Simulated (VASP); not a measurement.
Input of a VASP 6.6.1 run:

The input POSCAR:

```
CdF2
1.0
    0.0000000000      2.6940000000      2.6940000000
    2.5929750000      0.0000000000      2.6940000000
    2.5929750000      2.6940000000      0.0000000000
Cd F
1 2
Direct
    0.0000000000      0.0000000000      0.0000000000
    0.2500000000      0.2500000000      0.2500000000
    0.7500000000      0.7500000000      0.7500000000
```

INCAR.step1

```
ALGO = Normal ; EDIFF = 1E-4
ENCUT = 520 ; GGA = PE
ISMEAR = 0 ; LASPH = T
LCHARG = F ; LREAL = F
LWAVE = T ; NBANDS = 20
NELM = 100 ; PREC = Accurate
SIGMA = 0.05
```

INCAR.step2

```
ALGO = Normal ; EDIFF = 1E-7
ENCUT = 520 ; ISIF = 2
ISMEAR = 0 ; ISTART = 1
LASPH = T ; LCHARG = T
LELF = T ; LMIXTAU = T
LREAL = F ; LVHAR = T
LWAVE = F ; METAGGA = R2SCAN
NBANDS = 20 ; NELM = 100
PREC = Accurate ; SIGMA = 0.05
```

File KPOINTS:

```
k-points
0
Gamma
  8 8 8
```

Potentials or basis: VASP PAW PBE potentials, release 64 (Cd, F).

Command:

```bash
$ cat potpaw_PBE.64/Cd/POTCAR potpaw_PBE.64/F/POTCAR > POTCAR
$ cp INCAR.step1 INCAR
$ mpirun -np 1 vasp_std > vasp.out
$ cp INCAR.step2 INCAR
$ mpirun -np 1 vasp_std > vasp.out
```

**Question.** Predict the band gap on the k mesh.

**Answer.** 3.84 eV, indirect (least direct gap 4.28 eV).

**Question.** What does it give for the pressure?

**Answer.** 6.0 GPa.

Stress tensor (GPa, compression positive):
```
9.03 0.00 0.00
0.00 4.46 0.00
0.00 0.00 4.46
```

Caveat: the cell differs from its parent crystal (strain -0.0375 x Voigt [1, 0, 0, 0, 0, 0]); the PAW data sets were made with another functional, which shifts forces and pressure a little. A k mesh can miss the band edges.
